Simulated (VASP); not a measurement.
A run of VASP 6.6.1 is set up as follows.

The input INCAR:

```
ALGO = Normal ; EDIFF = 1E-7
ENCUT = 520 ; GGA = PS
ISIF = 2 ; ISMEAR = 1
LASPH = True ; LCHARG = False
LREAL = False ; LWAVE = False
NBANDS = 21 ; NELM = 100
PREC = Accurate ; SIGMA = 0.1
```

KPOINTS

```
k-points
0
Gamma
  11 11 11
```

Contents of POSCAR:

```
Sn
1.0
   -2.9196440000      2.9196440000      1.5938000000
    2.9196440000     -2.9196440000      1.5938000000
    2.9196440000      2.9196440000     -1.5938000000
Sn
2
Direct
    0.0000000000      0.0000000000      0.0000000000
    0.7500000000      0.2500000000      0.5000000000
```

Potentials or basis: VASP PAW PBE potentials, release 64 (Sn_d).

The run is started by

```sh
$ cat potpaw_PBE.64/Sn_d/POTCAR > POTCAR
$ mpirun -np 1 vasp_std > vasp.out
```

Task: Estimate the pressure.

Result: -0.6 GPa.

Task: What does it give for the band gap on the k mesh?

Result: Zero (band 14 reaches 9.23 eV, above the bottom of band 15 at 5.39 eV).

Stress tensor (GPa, compression positive):
```
-0.17  0.00  0.00
 0.00 -0.17  0.00
 0.00  0.00 -1.49
```

Caveat: the PAW data sets were made with another functional, which shifts forces and pressure a little; spin-orbit coupling is left out, which moves the levels of the heavy elements.
